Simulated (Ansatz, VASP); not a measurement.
One calculation of HgTe, two programs

The input INCAR:

```
PREC = Accurate
ENCUT = 500
EDIFF = 1E-7
ISMEAR = 0
SIGMA = 0.1
LREAL = False
LASPH = True
NELM = 120
ALGO = Normal
ISIF = 3
LWAVE = False
LCHARG = False
GGA = PE
IBRION = 2
NSW = 60
EDIFFG = -0.04
GGA_COMPAT = False
NELMIN = 4
```

Contents of KPOINTS:

```
Automatic mesh
0
Gamma
  6 6 6
```

POSCAR

```
HgTe
1.0
    0.0000000000      3.1800000000      3.1800000000
    3.1800000000      0.0000000000      3.1800000000
    3.1800000000      3.1800000000      0.0000000000
Hg Te
1 1
Direct
    0.0000000000      0.0000000000      0.0000000000
    0.5000000000      0.5000000000      0.5000000000
```

Input for Ansatz:

```yaml
crystal:
  lattice:
    - [0.0, 3.18, 3.18]
    - [3.18, 0.0, 3.18]
    - [3.18, 3.18, 0.0]
  atoms:
    - { symbol: Hg, position: [0.0, 0.0, 0.0] }
    - { symbol: Te, position: [0.5, 0.5, 0.5] }
basis:
  ecutwfc: 420
kpoints:
  mp_grid: { grid: [6, 6, 6] }
hamiltonian:
  xc: pbe
scf:
  occupations: { method: gaussian, width: 0.1 }
output:
  forces: true
  stress: true
  eigenvalues: true
relax:
  adjacent_minimum: "off"
  f_tol: 0.04
  max_steps: 40
  cell: { stress_tol: 0.4 }
```

Alike in both runs: task relaxation of cell and atoms; functional PBE; k mesh 6 × 6 × 6; occupations gaussian, width 0.1 eV; no spin polarisation.

|  | VASP | Ansatz |
| --- | --- | --- |
| version | VASP 6.6.1 | Ansatz 0.2.0 |
| potentials or method | VASP PAW PBE potentials, release 64 (Hg, Te), cutoff 500 eV | scalar-relativistic, plane waves, PAW |
| valence electrons in the cell | 18 | 36 |

Ansatz gave:

```
gap on the k mesh at the Fermi level, each at its own relaxed structure (eV) : none
relaxed volume (Å³/atom)                                                     : 28.70
relaxed cell length with the largest relative difference (Å)                 : 4.330
```

**Question.** Which values does VASP return?

**Answer.** gap on the k mesh at the Fermi level, each at its own relaxed structure (eV): none; relaxed volume (Å³/atom): 28.94; relaxed cell length with the largest relative difference (Å): 4.342.

A gap of «none» marks a metal or a gap that the smearing closes. VASP's potentials hold 18 valence electrons a cell and Ansatz's 36, so a difference there can come from the potentials and not from the codes.

Neither program's run includes spin-orbit coupling.
